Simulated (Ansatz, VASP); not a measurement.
# Two plane-wave programs on Yb2Ti

```xyz
3
Lattice="3.3477 0.0000 0.0000 -1.6738 2.8992 0.0000 0.0000 0.0000 8.0909" Properties=species:S:1:pos:R:3 pbc="T T T"
Yb    1.6738    0.9664    5.6002
Yb    0.0000    1.9328    2.4907
Ti    0.0000    0.0000    0.0000
```

Change from the starting cell: species swapped into the SnSe2 type (P-3m1, No. 164).

Alike in both runs: functional PBE; k mesh 6 × 6 × 4; occupations gaussian, width 0.1 eV; no spin polarisation.

Ansatz relaxed the structure, and its values are those at the end. VASP's run is a single point on that final structure, the one shown.

|  | VASP | Ansatz |
| --- | --- | --- |
| version | VASP 6.6.1 | Ansatz 0.2.0 |
| potentials or method | VASP PAW PBE potentials, release 64 (Yb, Ti_sv), cutoff 520 eV | scalar-relativistic, plane waves, PAW |
| valence electrons in the cell | 60 | 60 |

Ansatz gave:

```
gap on the k mesh at the Fermi level (eV) : none
pressure (GPa)                            : 0.0
```

Problem. What did VASP give for the same quantities?

Solution. gap on the k mesh at the Fermi level (eV): none; pressure (GPa): -0.8.

A gap of «none» marks a metal or a gap that the smearing closes. The functional is the same, so the differences come from potentials, cutoffs and numerics.

The k mesh is coarse, so the values compare programs but aren't converged. Spin-orbit coupling is off throughout.
